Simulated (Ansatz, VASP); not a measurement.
## MgO: VASP beside Ansatz

```
Mg O
1.0
     0.00000    2.12450    2.12450
     2.12450    0.00000    2.12450
     2.12450    2.12450    0.00000
Mg O
1 1
Direct
  0.00000 0.00000 0.00000
  0.50000 0.50000 0.50000
```

Alike in both runs: task relaxation of cell and atoms; functional RPBE; k mesh 10 × 10 × 10; occupations gaussian, width 0.02 eV; no spin polarisation.

```csv
,VASP,Ansatz
version,VASP 6.6.1,Ansatz 0.2.0
potentials or method,"VASP PAW PBE potentials, release 64 (Mg, O), cutoff 600 eV","scalar-relativistic, plane waves, PAW"
valence electrons in the cell,8,16
```

VASP gave:

| Quantity | Value |
| --- | --- |
| gap on the k mesh at the Fermi level, each at its own relaxed structure (eV) | 4.33 |
| relaxed volume (Å³/atom) | 9.85 |
| relaxed length of the cell vector where the two differ most in proportion (Å) | 3.032 |

**Question.** Which values does Ansatz return?

**Answer.** gap on the k mesh at the Fermi level, each at its own relaxed structure (eV): 4.29; relaxed volume (Å³/atom): 9.93; relaxed length of the cell vector where the two differ most in proportion (Å): 3.040.

VASP's potentials were made for PBE, not for RPBE. VASP's potentials hold 8 valence electrons a cell and Ansatz's 16, so a difference there can come from the potentials and not from the codes.
